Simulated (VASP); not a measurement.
# Ti3SiN3 in VASP: notebook, part 2 of 2

VASP 6.6.1.

## 3. Single point, PBE

File INCAR:

```
SYSTEM = Ti3SiN3
  PREC = Accurate
  ENCUT = 520
  EDIFF = 1E-6
  ISMEAR = 0
  SIGMA = 0.1
  LREAL = .FALSE.
  LASPH = .TRUE.
  NELM = 80
  ALGO = Normal
  ISIF = 2
  LWAVE = .FALSE.
  LCHARG = .TRUE.
  LDIPOL = .TRUE.
  IDIPOL = 3
  DIPOL = 0.5 0.5 0.364
  GGA = PE
  LELF = .TRUE.
  LVHAR = .TRUE.
  LVACPOTAV = .TRUE.
  NBANDS = 36
```

File KPOINTS:

```
Automatic mesh
0
G
  9 9 1
  0 0 0
```

File POSCAR:

```
Ti3SiN3
1.0
    3.0028555065      0.0000000000      0.0000000000
   -1.5014277533      2.6005491526      0.0000000000
    0.0000000000      0.0000000000     21.5541471922
N Ti Si
3 3 1
Direct
    0.3333333333      0.6666666667      0.1855791354
    0.0000000000      0.0000000000      0.2993308525
    0.6666666667      0.3333333333      0.4147299352
    0.6666666667      0.3333333333      0.2424549940
    0.3333333333      0.6666666667      0.3575097830
    0.0000000000      0.0000000000      0.4664599858
    0.0000000000      0.1666666667      0.5811119592
```

Potentials or basis: VASP PAW PBE potentials, release 64 (N, Ti_sv, Si).

Command:

```
cat potpaw_PBE.64/N/POTCAR potpaw_PBE.64/Ti_sv/POTCAR potpaw_PBE.64/Si/POTCAR > POTCAR
mpirun -np 1 vasp_std > vasp.out
```

OUTCAR:

```text
SYSTEM = Ti3SiN3
   PREC = Accurate
   ENCUT = 520
   EDIFF = 1E-6
   ISMEAR = 0
   LREAL = .FALSE.
   LASPH = .TRUE.
   NELM = 80
   ISIF = 2
   GGA = PE

 ion  position               nearest neighbor table
   1  0.333  0.667  0.186-   4 2.12   4 2.12   4 2.12
   2  0.000  0.000  0.299-   4 2.12   4 2.12   4 2.12   5 2.14   5 2.14   5 2.14
   3  0.667  0.333  0.415-   6 2.06   6 2.06   6 2.06   5 2.13   5 2.13   5 2.13
   4  0.667  0.333  0.242-   2 2.12   2 2.12   2 2.12   1 2.12   1 2.12   1 2.12
   5  0.333  0.667  0.358-   3 2.13   3 2.13   3 2.13   2 2.14   2 2.14   2 2.14   6 2.92   6 2.92
                             6 2.92
   6  0.000  0.000  0.466-   3 2.06   3 2.06   3 2.06   7 2.52   5 2.92   5 2.92   5 2.92
   7  0.000  0.167  0.581-   6 2.52

  LATTYP: Found a hexagonal cell.
 ALAT       =     3.0028555065
 C/A-ratio  =     7.1778835663

  Lattice vectors:

 A1 = (   3.0028555065,   0.0000000000,   0.0000000000)
 A2 = (  -1.5014277533,   2.6005491526,   0.0000000000)
 A3 = (   0.0000000000,   0.0000000000,  21.5541471922)

Analysis of symmetry for initial positions (statically):
=====================================================================
 Subroutine PRICEL returns:
 Original cell was already a primitive cell.

 Routine SETGRP: Setting up the symmetry group for a
 hexagonal supercell.

 Subroutine GETGRP returns: Found  1 space group operations
 (whereof  1 operations were pure point group operations)
 out of a pool of 24 trial point group operations.

The static configuration has the point symmetry C_1 .

Analysis of symmetry for dynamics (positions and initial velocities):
=====================================================================
 Subroutine PRICEL returns:
 Original cell was already a primitive cell.

 Routine SETGRP: Setting up the symmetry group for a
 hexagonal supercell.

 Subroutine GETGRP returns: Found  1 space group operations
 (whereof  1 operations were pure point group operations)
 out of a pool of 24 trial point group operations.

The dynamic configuration has the point symmetry C_1 .

 Subroutine INISYM returns: Found  1 space group operations
 (whereof  1 operations are pure point group operations),
 and found     1 'primitive' translations

----------------------------------------------------------------------------------------

                                     Primitive cell

  volume of cell :     168.3179

  direct lattice vectors                    reciprocal lattice vectors
     3.002855506  0.000000000  0.000000000     0.333016357  0.192267083  0.000000000
    -1.501427753  2.600549153  0.000000000     0.000000000  0.384534166  0.000000000
     0.000000000  0.000000000 21.554147192     0.000000000  0.000000000  0.046394784

  length of vectors
     3.002855506  3.002855507 21.554147192     0.384534166  0.384534166  0.046394784

  position of ions in fractional coordinates (direct lattice)
     0.333333333  0.666666667  0.185579135
     0.000000000  0.000000000  0.299330852
     0.666666667  0.333333333  0.414729935
     0.666666667  0.333333333  0.242454994
     0.333333333  0.666666667  0.357509783
     0.000000000  0.000000000  0.466459986
     0.000000000  0.166666667  0.581111959
[... 39 lines left out ...]
  0.000000  0.000000  0.000000      1.000000
  0.111111  0.000000  0.000000      2.000000
  0.000000  0.111111  0.000000      2.000000
 -0.111111  0.111111  0.000000      2.000000
  0.222222 -0.000000  0.000000      2.000000
  0.000000  0.222222  0.000000      2.000000
[... 16 lines left out ...]
  0.333333  0.111111  0.000000      2.000000
 -0.111111  0.444444  0.000000      2.000000
 [... further k-points ...]
   k-points           NKPTS =     41   k-points in BZ     NKDIM =     41   number of bands    NBANDS=     36
   number of dos      NEDOS =    301   number of ions     NIONS =      7
   total plane-waves  NPLWV =  92160
   dimension x,y,z NGX =    24 NGY =   24 NGZ =  160
   dimension x,y,z NGXF=    48 NGYF=   48 NGZF=  320
   ions per type =               3   3   1
   NGX,Y,Z   is equivalent  to a cutoff of  13.29, 13.29, 12.34 a.u.
   NGXF,Y,Z  is equivalent  to a cutoff of  26.57, 26.57, 24.68 a.u.
 SYSTEM =  Ti3SiN3
   PREC   = accura    normal or accurate (medium, high low for compatibility)
   ISTART =      0    job   : 0-new  1-cont  2-samecut
   ICHARG =      2    charge: 1-file 2-atom 10-const
   ISPIN  =      1    spin polarized calculation?
   LNONCOLLINEAR =      F non collinear calculations
   LSORBIT =      F    spin-orbit coupling
   LASPH  =      T    aspherical Exc in radial PAW
   ENCUT  =  520.0 eV  38.22 Ry    6.18 a.u.   5.58  5.58 40.08*2*pi/ulx,y,z
   NELM   =     80;   NELMIN=  2; NELMDL= -5     # of ELM steps
   EDIFF  = 0.1E-05   stopping-criterion for ELM
   LREAL  =      F    real-space projection
   EDIFFG = 0.1E-04   stopping-criterion for IOM
   NSW    =      0    number of steps for IOM
   IBRION =     -1    ionic relax: 0-MD 1-quasi-New 2-CG
   NFREE  =      0    steps in history (QN), initial steepest desc. (CG)
   ISIF   =      2    stress and relaxation
   ISYM   =      2    0-nonsym 1-usesym 2-fastsym
   POTIM  = 0.5000    time-step for ionic-motion
   TEBEG  =    0.0;   TEEND  =   0.0 temperature during run
   PSTRESS=    0.0 pullay stress
   NELECT =      55.0000    total number of electrons
   NUPDOWN=      -1.0000    fix difference up-down
   EMIN   =  10.00;   EMAX   =-10.00  energy-range for DOS
   EFERMI =   0.00;   METHOD = LEGACY
   ISMEAR =     0;   SIGMA  =   0.10  broadening in eV -4-tet -1-fermi 0-gaus
   EFERMI_NEDOS =   21; number of points for ismear=-14 and -15
   IALGO  =     38    algorithm
   IMIX   =      4    mixing-type and parameters
     AMIX     =   0.40;   BMIX     =  1.00
     AMIX_MAG =   1.60;   BMIX_MAG =  1.00
  volume/ion in A,a.u.               =      24.05       162.27
  Fermi-wavevector in a.u.,A,eV,Ry     =   1.127593  2.130841 17.299337  1.271465
  Thomas-Fermi vector in A             =   2.264279
   LORBIT       =      0    0 simple, 1 ext, 2 COOP (PROOUT), +10 PAW based schemes
   GGA     = PE    functional components
   LHFCALC =     F    Hartree Fock is set to
   AEXX    =    0.0000 exact exchange contribution
   IVDW    =     0    specifies the selected vdW correction
   LEPSILON=     F    determine dielectric tensor
   LRPA    =     F    only Hartree local field effects (RPA)
 non-spin polarized calculation
 Gauss-broadening in eV      SIGMA  =   0.10
  energy-cutoff  :      520.00
  volume of cell :      168.32
 maximum number of plane-waves:      4581
   NGX = 11   NGY = 11   NGZ = 81

 dipolmoment           0.000000      0.000000      0.019664 electrons x Angstroem

 number of electron      55.0000014 magnetization

 dipolmoment           0.000000      0.000000     -0.136126 electrons x Angstroem

 Free energy of the ion-electron system (eV)
  ---------------------------------------------------
  ext. energy  EPLUGINS =         0.00000000
  ---------------------------------------------------
  free energy    TOTEN  =       -59.55711010 eV

  energy without entropy =      -59.53759875  energy(sigma->0) =      -59.54735443

 E-fermi :   0.6227     XC(G=0):  -6.4856

 val. band max:        0.6128368546   @ k =  -0.2222  -0.4444   0.0000
 cond. band min:       0.6648524373   @ k =   0.4444   0.3333   0.0000
 fundamental gap:      0.0520155828
 Fermi energy:         0.6227416687

 k-point     1 :       0.0000    0.0000    0.0000
  band No.  band energies     occupation
      1     -56.9338      2.00000
      2     -56.3923      2.00000
      3     -55.9011      2.00000
      4     -33.3499      2.00000
      5     -32.9968      2.00000
      6     -32.9917      2.00000
[... 925 lines left out ...]
     35       3.5247      0.00000
     36       3.8946      0.00000

 [... further k-points ...]
[... 5 lines left out ...]
  --------------------------------------------------------------------------------------
  -------------------------------------------------------------------------------------
  Total       -3.3449390     -2.9028769     -3.0451208     -0.2595128      1.3442382     -0.6760753
  in kB      -31.8396609    -27.6317794    -28.9857646     -2.4702388     12.7954766     -6.4353967
  external PRESSURE =     -29.4857349 kB  Pullay stress =       0.0000000 kB

 VOLUME and BASIS-vectors are now :
 -----------------------------------------------------------------------------
  energy-cutoff  :      520.00
  volume of cell :      168.32
      direct lattice vectors                 reciprocal lattice vectors
     3.002855506  0.000000000  0.000000000     0.333016357  0.192267083  0.000000000
    -1.501427753  2.600549153  0.000000000     0.000000000  0.384534166  0.000000000
     0.000000000  0.000000000 21.554147192     0.000000000  0.000000000  0.046394784

 POSITION                                       TOTAL-FORCE (eV/Angst)
 -----------------------------------------------------------------------------------
     -0.00000      1.73370      4.00000         0.000762      0.000777      4.228677
      0.00000      0.00000      6.45182        -0.005656      0.011097      1.297912
      1.50143      0.86685      8.93915         0.039812     -0.114441     -0.089014
      1.50143      0.86685      5.22591         0.002715     -0.003534     -5.484964
     -0.00000      1.73370      7.70582         0.012612     -0.024140     -0.284198
      0.00000      0.00000     10.05415         0.194582     -0.350584      0.316778
     -0.25024      0.43342     12.52537        -0.244826      0.480825      0.014810
 -----------------------------------------------------------------------------------
    total drift:                               -0.000044      0.000111      0.000124

  FREE ENERGIE OF THE ION-ELECTRON SYSTEM (eV)
  ---------------------------------------------------
  free  energy   TOTEN  =       -59.5571101001 eV

  energy  without entropy=      -59.5375987505  energy(sigma->0) =      -59.54735443

 vacuum level on the upper side and lower side of the slab         5.734         8.891
```

It took 3.5 min on 1 thread of Intel Xeon 6975P-C (Granite Rapids), shared host; peak memory 0.41 GiB.

Results:

- Free energy: -59.5571 eV
- Largest force: 5.485 eV/Å
- Band gap on the k mesh: zero (an odd number of electrons rules out a gap without spin polarisation)

Forces on the atoms (eV/Å):
```
N    0.001  0.001  4.229
N   -0.006  0.011  1.298
N    0.040 -0.114 -0.089
Ti   0.003 -0.004 -5.485
Ti   0.013 -0.024 -0.284
Ti   0.195 -0.351  0.317
Si  -0.245  0.481  0.015
```
